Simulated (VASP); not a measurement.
A run of VASP 6.6.1:

File POSCAR:

```
Sn
1.0
   -1.9135983374      1.9135983374      1.8946518192
    1.9135983374     -1.9135983374      1.8946518192
    1.8757053010      1.8757053010     -1.8946518192
Sn
1
Direct
    0.0000000000      0.0000000000      0.0000000000
```

The input INCAR.step1:

```
PREC = Accurate
ENCUT = 520
ISMEAR = -1
SIGMA = 0.08
LREAL = False
LASPH = True
NELM = 100
NBANDS = 13
GGA = PE
ALGO = Normal
EDIFF = 1E-4
LWAVE = True
LCHARG = False
```

The input INCAR.step2:

```
PREC = Accurate
ENCUT = 520
EDIFF = 1E-8
ISMEAR = -1
SIGMA = 0.08
LREAL = False
LASPH = True
NELM = 100
ALGO = Normal
ISIF = 2
LWAVE = False
LCHARG = False
METAGGA = R2SCAN
LMIXTAU = True
LEFG = True
NBANDS = 13
ISTART = 1
```

File KPOINTS:

```
Automatic mesh
0
Gamma
  14 14 14
```

Potentials or basis: VASP PAW PBE potentials, release 64 (Sn_d).

The run is started by

```console
$ cat potpaw_PBE.64/Sn_d/POTCAR > POTCAR
$ cp INCAR.step1 INCAR
$ mpirun -np 1 vasp_std > vasp.out
$ cp INCAR.step2 INCAR
$ mpirun -np 1 vasp_std > vasp.out
```

Hardware: 1 thread of AMD EPYC 7R43 64-Core Processor (Zen 3) (shared host).

**Question.** How long does it take, and how much memory?

**Answer.** Wall time 21 min on 1 thread of AMD EPYC 7R43 64-Core Processor (Zen 3) (shared host), peak memory 0.23 GiB. Counts: k points 428.
